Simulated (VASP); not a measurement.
Runs of VASP 6.6.1 on SiO2. The structure is that of space group P4_2/mnm (No. 136), or close to it. The cells are those of the table. 

```csv
cell,gap on the mesh (eV),pressure (GPa),largest force (eV/Å)
"a = 4.185, b = 4.227, c = 2.669 Å, 6 atoms",6.34,-2.7,(a)
"a = 4.185, b = 4.018, c = 2.669 Å, 6 atoms",7.17,14.5,(d)
"a = 4.185, b = 4.102, c = 2.669 Å, 6 atoms",6.84,7.0,0.23
"a = 4.185, b = 4.311, c = 2.669 Å, 6 atoms",6.00,-8.3,0.33
"a = 4.185, b = 4.144, c = 2.669 Å, 6 atoms",6.68,3.6,(b)
"a = 4.185, b = 4.060, c = 2.669 Å, 6 atoms",7.01,10.7,0.33
"a = 4.185, b = 4.269, c = 2.669 Å, 6 atoms",6.17,-5.6,(c)
```

Alike in all rows: task single point; level r2SCAN; potentials or basis VASP PAW PBE potentials, release 64 (Si, O); no spin polarisation; k mesh 6 × 6 × 8; cutoff (eV) 520; smearing gaussian 0.05 eV.

Task: Estimate the missing entries.

Result: (a) 0.09; (b) 0.13; (c) 0.21; (d) 0.43.

Caveats: the PAW data sets were made with another functional, which shifts forces and pressure a little.

A k mesh can miss the band edges.
